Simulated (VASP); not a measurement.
Input of a VASP 6.6.1 run:

File POSCAR:

```
SrCl2
1.0
    0.0000000000      3.5837343655      3.2970356162
    3.5837343655      0.0000000000      3.2970356162
    3.5837343655      3.5837343655      0.0000000000
Sr Cl
1 2
Direct
    0.0000000000      0.0000000000      0.0000000000
    0.2500000000      0.2500000000      0.2500000000
    0.7500000000      0.7500000000      0.7500000000
```

File INCAR.step1:

```
SYSTEM = SrCl2
PREC     = Accurate       ! precision mode
ENCUT    = 520            ! plane-wave cutoff, eV
ISMEAR   = 0              ! smearing method
SIGMA    = 0.05           ! smearing width, eV
LREAL    = .FALSE.        ! projectors in reciprocal space
LASPH    = .TRUE.         ! aspherical terms in the spheres
NELM     = 60             ! most SCF steps
NBANDS   = 19             ! bands
GGA      = PE             ! functional
ALGO     = Normal         ! electronic algorithm
EDIFF    = 1E-4           ! SCF threshold, eV
LWAVE    = .TRUE.         ! write WAVECAR
LCHARG   = .FALSE.        ! write CHGCAR
```

The input INCAR.step2:

```
SYSTEM = SrCl2
PREC     = Accurate       ! precision mode
ENCUT    = 520            ! plane-wave cutoff, eV
EDIFF    = 1E-7           ! SCF threshold, eV
ISMEAR   = 0              ! smearing method
SIGMA    = 0.05           ! smearing width, eV
LREAL    = .FALSE.        ! projectors in reciprocal space
LASPH    = .TRUE.         ! aspherical terms in the spheres
NELM     = 60             ! most SCF steps
ALGO     = Normal         ! electronic algorithm
ISIF     = 2              ! what is computed and relaxed
LWAVE    = .FALSE.        ! write WAVECAR
LCHARG   = .FALSE.        ! write CHGCAR
METAGGA  = R2SCAN         ! meta-GGA
LMIXTAU  = .TRUE.       
NBANDS   = 19             ! bands
ISTART   = 1
```

File KPOINTS:

```
regular mesh
0
G
  6 6 6
  0 0 0
```

Potentials or basis: VASP PAW PBE potentials, release 64 (Sr_sv, Cl).

The run is started by

```bash
$ cat potpaw_PBE.64/Sr_sv/POTCAR potpaw_PBE.64/Cl/POTCAR > POTCAR
$ cp INCAR.step1 INCAR
$ mpirun -np 1 vasp_std > vasp.out
$ cp INCAR.step2 INCAR
$ mpirun -np 1 vasp_std > vasp.out
```

Estimate the band gap on the k mesh.

5.38 eV (least direct gap 5.54 eV).

What does it give for the pressure?

0.5 GPa.

Stress tensor (GPa, compression positive):
```
-1.09  0.00  0.00
 0.00 -1.09  0.00
 0.00  0.00  3.76
```

Caveat: the PAW data sets were made with another functional, which shifts forces and pressure a little. A k mesh can miss the band edges.
